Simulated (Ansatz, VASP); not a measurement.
# Cd2H in VASP and in Ansatz

The input INCAR:

```
SYSTEM = Cd2H
PREC     = Accurate       ! precision mode
ENCUT    = 600            ! plane-wave cutoff, eV
EDIFF    = 1E-7           ! SCF threshold, eV
ISMEAR   = 0              ! smearing method
SIGMA    = 0.1            ! smearing width, eV
LREAL    = .FALSE.        ! projectors in reciprocal space
LASPH    = .TRUE.         ! aspherical terms in the spheres
NELM     = 100            ! most SCF steps
ALGO     = Normal         ! electronic algorithm
ISIF     = 3              ! what is computed and relaxed
LWAVE    = .FALSE.        ! write WAVECAR
LCHARG   = .FALSE.        ! write CHGCAR
GGA      = PE             ! functional
IBRION   = 2              ! ionic algorithm
NSW      = 90             ! ionic steps
EDIFFG   = -0.04          ! ionic threshold
```

KPOINTS

```
Automatic mesh
0
G
  4 4 4
  0 0 0
```

POSCAR

```
Cd2H
1.0
    0.0000000000      3.7857268619      3.7857268619
    3.7857268619      0.0000000000      3.7857268619
    3.7857268619      3.7857268619      0.0000000000
Cd H
4 2
Direct
    0.6250000000      0.6250000000      0.6250000000
    0.1250000000      0.6250000000      0.6250000000
    0.6250000000      0.6250000000      0.1250000000
    0.6250000000      0.1250000000      0.6250000000
    0.0000000000      0.0000000000      0.0000000000
    0.2500000000      0.2500000000      0.2500000000
```

Input for Ansatz:

```yaml
crystal:
  lattice:
    - [0.0, 3.7857268619, 3.7857268619]
    - [3.7857268619, 0.0, 3.7857268619]
    - [3.7857268619, 3.7857268619, 0.0]
  atoms:
    - { symbol: Cd, position: [0.625, 0.625, 0.625] }
    - { symbol: Cd, position: [0.125, 0.625, 0.625] }
    - { symbol: Cd, position: [0.625, 0.625, 0.125] }
    - { symbol: Cd, position: [0.625, 0.125, 0.625] }
    - { symbol: H, position: [0.0, 0.0, 0.0] }
    - { symbol: H, position: [0.25, 0.25, 0.25] }
basis:
  ecutwfc: 420
kpoints:
  mp_grid: { grid: [4, 4, 4] }
hamiltonian:
  xc: pbe
scf:
  occupations: { method: gaussian, width: 0.1 }
  lower_state_search: "off"
output:
  forces: true
  stress: true
  eigenvalues: true
relax:
  adjacent_minimum: "off"
  f_tol: 0.04
  max_steps: 70
  cell: { stress_tol: 0.4 }
```

Alike in both runs: task relaxation of cell and atoms; functional PBE; k mesh 4 × 4 × 4; occupations gaussian, width 0.1 eV; no spin polarisation.

|  | VASP | Ansatz |
| --- | --- | --- |
| version | VASP 6.6.1 | Ansatz 0.2.0 |
| potentials or method | VASP PAW PBE potentials, release 64 (Cd, H), cutoff 600 eV | scalar-relativistic, plane waves, PAW |
| valence electrons in the cell | 50 | 82 |

|  | VASP | Ansatz | Ansatz less VASP |
| --- | --- | --- | --- |
| gap on the k mesh at the Fermi level, each at its own relaxed structure (eV) | none | none | - |
| relaxed volume (Å³/atom) | 22.82 | 22.38 | -0.447 |
| relaxed cell length with the largest relative difference (Å) | 5.786 | 5.748 | -0.0380 |

A gap of «none» marks a metal or a gap that the smearing closes. VASP's potentials hold 50 valence electrons a cell and Ansatz's 82, so a difference there can come from the potentials and not from the codes.

Noted on VASP's run: the volume moved by over 15 % at a fixed basis, so the end points are rough.
